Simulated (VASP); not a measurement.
# Se (P3_121) in VASP: notebook

The runs below take Se through electric field gradients, with LDA.

Program: VASP 6.6.1. These are calculated values, not measurements. Logs are shortened: lines on timing, memory, paths and dates and some standing lists are left out, and cuts for length are marked.

### 1 The cell of the first run

Symmetry: P3_121, No. 152, trigonal system. Conventional cell: a = 4.307 Å, b = 4.307 Å, c = 4.887 Å, α = 90.00°, β = 90.00°, γ = 120.00°. Se (site symmetry 2) has 2 Se at 2.34 Å within 3.1 Å.

### 2 Electric field gradients, LDA (volume scaled by 0.96)

Input file INCAR:

```
SYSTEM = Se
ALGO     = Normal         ! electronic algorithm
EDIFF    = 1E-8           ! SCF threshold, eV
ENCUT    = 520            ! plane-wave cutoff, eV
GGA      = CA             ! functional
ISIF     = 2              ! what is computed and relaxed
ISMEAR   = -1             ! smearing method
LASPH    = .TRUE.         ! aspherical terms in the spheres
LCHARG   = .FALSE.        ! write CHGCAR
LEFG     = .TRUE.       
LREAL    = .FALSE.        ! projectors in reciprocal space
LWAVE    = .FALSE.        ! write WAVECAR
NBANDS   = 16             ! bands
NELM     = 100            ! most SCF steps
PREC     = Accurate       ! precision mode
SIGMA    = 0.03           ! smearing width, eV
```

Input file KPOINTS:

```
k-points
0
G
  6 6 5
  0 0 0
```

Input file POSCAR:

```
Se
1.0
    4.3071900132      0.0000000000      0.0000000000
   -2.1535950066      3.7301359704      0.0000000000
    0.0000000000      0.0000000000      4.8866512526
Se
3
Direct
    0.2254000000      0.0000000000      0.3333333333
    0.0000000000      0.2254000000      0.6666666667
    0.7746000000      0.7746000000      0.0000000000
```

Potentials or basis: VASP PAW LDA potentials, release 64 (Se).

Command:

```console
$ cat potpaw_LDA.64/Se/POTCAR > POTCAR
$ mpirun -np 1 vasp_std > vasp.out
```

OUTCAR:

```text
SYSTEM = Se
   EDIFF = 1E-8
   ENCUT = 520
   GGA = CA
   ISIF = 2
   ISMEAR = -1
   LASPH = .TRUE.
   LREAL = .FALSE.
   NELM = 100
   PREC = Accurate

 ion  position               nearest neighbor table
   1  0.225  0.000  0.333-   3 2.34   2 2.34
   2  0.000  0.225  0.667-   3 2.34   1 2.34
   3  0.775  0.775  0.000-   1 2.34   2 2.34

  LATTYP: Found a hexagonal cell.
 ALAT       =     4.3071900132
 C/A-ratio  =     1.1345334749

  Lattice vectors:

 A1 = (   4.3071900132,   0.0000000000,   0.0000000000)
 A2 = (  -2.1535950066,   3.7301359704,   0.0000000000)
 A3 = (   0.0000000000,   0.0000000000,   4.8866512526)

Analysis of symmetry for initial positions (statically):
=====================================================================
 Subroutine PRICEL returns:
 Original cell was already a primitive cell.

 Routine SETGRP: Setting up the symmetry group for a
 hexagonal supercell.

 Subroutine GETGRP returns: Found  6 space group operations
 (whereof  2 operations were pure point group operations)
 out of a pool of 24 trial point group operations.

The static configuration has the point symmetry C_2 .
 The point group associated with its full space group is D_3 .

Analysis of symmetry for dynamics (positions and initial velocities):
=====================================================================
 Subroutine PRICEL returns:
 Original cell was already a primitive cell.

 Routine SETGRP: Setting up the symmetry group for a
 hexagonal supercell.

 Subroutine GETGRP returns: Found  6 space group operations
 (whereof  2 operations were pure point group operations)
 out of a pool of 24 trial point group operations.

The dynamic configuration has the point symmetry C_2 .
 The point group associated with its full space group is D_3 .

 Subroutine INISYM returns: Found  6 space group operations
 (whereof  2 operations are pure point group operations),
 and found     1 'primitive' translations

----------------------------------------------------------------------------------------

                                     Primitive cell

  volume of cell :      78.5109

[... 124 lines left out ...]
 maximum number of plane-waves:      2134
   NGX = 17   NGY = 17   NGZ = 19

 number of electron      18.0000002 magnetization

 Free energy of the ion-electron system (eV)
  ---------------------------------------------------
  ext. energy  EPLUGINS =         0.00000000
  ---------------------------------------------------
  free energy    TOTEN  =       -12.32106193 eV

  energy without entropy =      -12.32106193  energy(sigma->0) =      -12.32106193

 E-fermi :   3.6061     XC(G=0):  -9.3524

 val. band max:        3.0010176286   @ k =  -0.1667   0.5000   0.4000
 cond. band min:       4.1568461877   @ k =   0.0000   0.0000   0.4000
 fundamental gap:      1.1558285592
 Fermi energy:         3.6061470450

 k-point     1 :       0.0000    0.0000    0.0000
  band No.  band energies     occupation
      1     -13.1273      2.00000
      2      -8.7722      2.00000
      3      -8.7722      2.00000
      4      -0.8984      2.00000
      5      -0.8719      2.00000
      6      -0.8719      2.00000
[... 433 lines left out ...]
      3      -7.1685      2.00000
      4      -2.5214      2.00000
      5      -1.6016      2.00000
      6      -0.9591      2.00000
[... 8 lines left out ...]
     15      10.9321      0.00000
     16      11.3203      0.00000

 [... further k-points ...]
[... 5 lines left out ...]
  --------------------------------------------------------------------------------------
  -------------------------------------------------------------------------------------
  Total        0.2247309      0.2247309      1.6519253     -0.0000000      0.0000000     -0.0000000
  in kB        4.5860971      4.5860971     33.7109475     -0.0000000      0.0000000     -0.0000000
  external PRESSURE =      14.2943805 kB  Pullay stress =       0.0000000 kB

 VOLUME and BASIS-vectors are now :
 -----------------------------------------------------------------------------
  energy-cutoff  :      520.00
  volume of cell :       78.51
      direct lattice vectors                 reciprocal lattice vectors
     4.307190013  0.000000000  0.000000000     0.232169929  0.134043371  0.000000000
    -2.153595007  3.730135970  0.000000000     0.000000000  0.268086742  0.000000000
     0.000000000  0.000000000  4.886651253     0.000000000  0.000000000  0.204639118

 POSITION                                       TOTAL-FORCE (eV/Angst)
 -----------------------------------------------------------------------------------
      0.97084      0.00000      1.62888         0.704999     -0.000000      0.000000
     -0.48542      0.84077      3.25777        -0.352499      0.610547      0.000000
      1.66817      2.88936      0.00000        -0.352499     -0.610547     -0.000000
 -----------------------------------------------------------------------------------
    total drift:                                0.000000      0.000000     -0.000000

  FREE ENERGIE OF THE ION-ELECTRON SYSTEM (eV)
  ---------------------------------------------------
  free  energy   TOTEN  =       -12.3210619269 eV

  energy  without entropy=      -12.3210619266  energy(sigma->0) =      -12.32106193

 Electric field gradients (V/A^2)
---------------------------------------------------------------------
 ion       V_xx      V_yy      V_zz      V_xy      V_xz      V_yz
---------------------------------------------------------------------
   1     157.072  -325.549   168.476     0.000    -0.000   320.786
   2    -204.894    36.417   168.476  -208.981  -277.809  -160.393
   3    -204.894    36.418   168.476   208.982   277.809  -160.393
---------------------------------------------------------------------

 Electric field gradients after diagonalization (V/A^2)
 (convention: |V_zz| > |V_xx| > |V_yy|)
----------------------------------------------------------------------
 ion       V_xx      V_yy      V_zz     asymmetry (V_yy - V_xx)/ V_zz
----------------------------------------------------------------------
   1     326.333   157.072  -483.405       0.350
   2     326.333   157.072  -483.405       0.350
   3     326.333   157.073  -483.406       0.350
----------------------------------------------------------------------

           NMR quadrupolar parameters

 Cq : quadrupolar parameter    Cq=e*Q*V_zz/h
 eta: asymmetry parameters     (V_yy - V_xx)/ V_zz
 Q  : nuclear electric quadrupole moment in mb (millibarn)
----------------------------------------------------------------------
 ion       Cq(MHz)       eta       Q (mb)
----------------------------------------------------------------------
   1      -1.169       0.350       1.000
   2      -1.169       0.350       1.000
   3      -1.169       0.350       1.000
----------------------------------------------------------------------
```

Run time: 9.1 s. Hardware: 1 thread of Intel Xeon 6975P-C (Granite Rapids), shared host; peak memory 0.16 GiB.

What came out:

```yaml
Free_energy: -12.3211 eV
Pressure: 1.4 GPa
Largest_force: 0.705 eV/Å
Band_gap_on_the_k_mesh: 1.16 eV, indirect (least direct gap 1.49 eV)
```

Forces in eV/Å, atoms in the order of the input:
```
Se   0.705  0.000  0.000
Se  -0.352  0.611  0.000
Se  -0.352 -0.611  0.000
```

Electric field gradients, principal values (V/Å²):
```
atom    least   middle  greatest (by size)
1 Se  157.072  326.333            -483.405
2 Se  157.072  326.333            -483.405
3 Se  157.073  326.333            -483.406
```

Caveat: without QUAD_EFG the Cq values of the log hold for a quadrupole moment of 1 mb, not for the nuclei.

### 3 Electric field gradients, LDA (volume scaled by 0.96)

Input file INCAR:

```
PREC     = Accurate       # precision mode
ENCUT    = 520            # plane-wave cutoff, eV
EDIFF    = 1E-8           # SCF threshold, eV
ISMEAR   = -1             # smearing method
SIGMA    = 0.03           # smearing width, eV
LREAL    = F              # projectors in reciprocal space
LASPH    = T              # aspherical terms in the spheres
NELM     = 60             # most SCF steps
ALGO     = Normal         # electronic algorithm
ISIF     = 2              # what is computed and relaxed
LWAVE    = F              # write WAVECAR
LCHARG   = F              # write CHGCAR
LEFG     = T            
NBANDS   = 16             # bands
```

Input file KPOINTS:

```
regular mesh
0
Gamma
  6 6 5
```

POSCAR is that of step 2.

Potentials or basis: VASP PAW LDA potentials, release 64 (Se).

Command:

```console
$ cat potpaw_LDA.64/Se/POTCAR > POTCAR
$ mpirun -np 1 vasp_std > vasp.out
```

OUTCAR:

```text
PREC = Accurate
   ENCUT = 520
   EDIFF = 1E-8
   ISMEAR = -1
   LREAL = F
   LASPH = T
   NELM = 60
   ISIF = 2

 ion  position               nearest neighbor table
   1  0.225  0.000  0.333-   3 2.34   2 2.34
   2  0.000  0.225  0.667-   3 2.34   1 2.34
   3  0.775  0.775  0.000-   1 2.34   2 2.34

  LATTYP: Found a hexagonal cell.
 ALAT       =     4.3071900132
 C/A-ratio  =     1.1345334749

  Lattice vectors:

 A1 = (   4.3071900132,   0.0000000000,   0.0000000000)
[... 674 lines left out ...]
  free  energy   TOTEN  =       -12.3210619269 eV

  energy  without entropy=      -12.3210619266  energy(sigma->0) =      -12.32106193

 Electric field gradients (V/A^2)
---------------------------------------------------------------------
 ion       V_xx      V_yy      V_zz      V_xy      V_xz      V_yz
---------------------------------------------------------------------
   1     157.072  -325.549   168.476     0.000    -0.000   320.786
   2    -204.894    36.417   168.476  -208.981  -277.809  -160.393
   3    -204.894    36.418   168.476   208.982   277.809  -160.393
---------------------------------------------------------------------

 Electric field gradients after diagonalization (V/A^2)
 (convention: |V_zz| > |V_xx| > |V_yy|)
----------------------------------------------------------------------
 ion       V_xx      V_yy      V_zz     asymmetry (V_yy - V_xx)/ V_zz
----------------------------------------------------------------------
   1     326.333   157.072  -483.405       0.350
   2     326.333   157.072  -483.405       0.350
   3     326.333   157.073  -483.406       0.350
----------------------------------------------------------------------

           NMR quadrupolar parameters

 Cq : quadrupolar parameter    Cq=e*Q*V_zz/h
 eta: asymmetry parameters     (V_yy - V_xx)/ V_zz
 Q  : nuclear electric quadrupole moment in mb (millibarn)
----------------------------------------------------------------------
 ion       Cq(MHz)       eta       Q (mb)
----------------------------------------------------------------------
   1      -1.169       0.350       1.000
   2      -1.169       0.350       1.000
   3      -1.169       0.350       1.000
----------------------------------------------------------------------
```

OSZICAR:

```text
N       E                     dE             d eps       ncg     rms          rms(c)
DAV:   1     0.785616875742E+02    0.78562E+02   -0.72748E+03   864   0.935E+02
DAV:   2    -0.740563062568E+01   -0.85967E+02   -0.81606E+02  1144   0.157E+02
DAV:   3    -0.124126878466E+02   -0.50071E+01   -0.49912E+01  1080   0.427E+01
DAV:   4    -0.124470687120E+02   -0.34381E-01   -0.34377E-01  1104   0.415E+00
DAV:   5    -0.124473164441E+02   -0.24773E-03   -0.24773E-03  1136   0.340E-01    0.784E+00
DAV:   6    -0.123570635306E+02    0.90253E-01   -0.39879E-02  1024   0.117E+00    0.480E+00
DAV:   7    -0.123220043503E+02    0.35059E-01   -0.76997E-02  1064   0.157E+00    0.203E-01
DAV:   8    -0.123210389021E+02    0.96545E-03   -0.82753E-03   984   0.555E-01    0.100E-01
DAV:   9    -0.123210608238E+02   -0.21922E-04   -0.27776E-04  1224   0.101E-01    0.301E-02
DAV:  10    -0.123210616773E+02   -0.85345E-06   -0.16591E-05  1016   0.253E-02    0.616E-03
DAV:  11    -0.123210621006E+02   -0.42338E-06   -0.27532E-06  1176   0.934E-03    0.254E-03
DAV:  12    -0.123210619285E+02    0.17216E-06   -0.49833E-07  1064   0.431E-03    0.732E-04
DAV:  13    -0.123210619269E+02    0.15782E-08   -0.93244E-08  1184   0.164E-03
   1 F= -.12321062E+02 E0= -.12321062E+02  d E =-.297235E-09
```

stdout:

```text
POSCAR found type information on POSCAR Se
 POSCAR found :  1 types and       3 ions
 scaLAPACK will be used
 LDA part: xc-table for (Slater(with rela. corr.)+CA(PZ))
 , standard interpolation
 POSCAR, INCAR and KPOINTS ok, starting setup
 FFT: planning ... GRIDC
 FFT: planning ... GRID_SOFT
 FFT: planning ... GRID
 WAVECAR not read
 entering main loop
ion   1

ion   2
     0.0000499     3.1585476     2.3393697    -2.0677505     4.0519072     1.8235883
     0.0000687     3.1585476     2.3393697    -2.0677505     4.0519072     1.8235883
     0.0000946     3.1585476     2.3393697    -2.0677505     4.0519072     1.8235883
     0.0001302     3.1585476     2.3393697    -2.0677504     4.0519071     1.8235883

     0.0000499   191.2439320   146.6652453  -133.3383211   254.0316566   110.4147356
     0.0000687   191.2392965   146.6616865  -133.3350889   254.0254925   110.4120593
     0.0000946   191.2317824   146.6559180  -133.3298504   254.0155011   110.4077210
     0.0001302   191.2196622   146.6466141  -133.3214023   253.9993864   110.4007234

ion   3
     0.0000499    -3.1585476     2.3393697    -2.0677505    -4.0519072     1.8235883
     0.0000687    -3.1585476     2.3393697    -2.0677505    -4.0519072     1.8235883
     0.0000946    -3.1585476     2.3393697    -2.0677505    -4.0519072     1.8235883
     0.0001302    -3.1585476     2.3393697    -2.0677504    -4.0519071     1.8235883

     0.0000499  -191.2439320   146.6652453  -133.3383211  -254.0316566   110.4147356
     0.0000687  -191.2392965   146.6616865  -133.3350889  -254.0254925   110.4120593
     0.0000946  -191.2317824   146.6559180  -133.3298504  -254.0155011   110.4077210
     0.0001302  -191.2196622   146.6466141  -133.3214023  -253.9993864   110.4007234
```

It took 9.1 s on 1 thread of Intel Xeon 6975P-C (Granite Rapids), shared host; peak memory 0.16 GiB.

Results:

```
Free energy            : -12.3211 eV
Pressure               : 1.4 GPa
Largest force          : 0.705 eV/Å
Band gap on the k mesh : 1.16 eV, indirect (least direct gap 1.49 eV)
```

Forces on the atoms (eV/Å):
```
Se   0.705  0.000  0.000
Se  -0.352  0.611  0.000
Se  -0.352 -0.611  0.000
```

Electric field gradients, principal values (V/Å²):
```
atom    least   middle  greatest (by size)
1 Se  157.072  326.333            -483.405
2 Se  157.072  326.333            -483.405
3 Se  157.073  326.333            -483.406
```

Caveat: without QUAD_EFG the Cq values of the log hold for a quadrupole moment of 1 mb, not for the nuclei.

(Continued in part 2 of 2.)
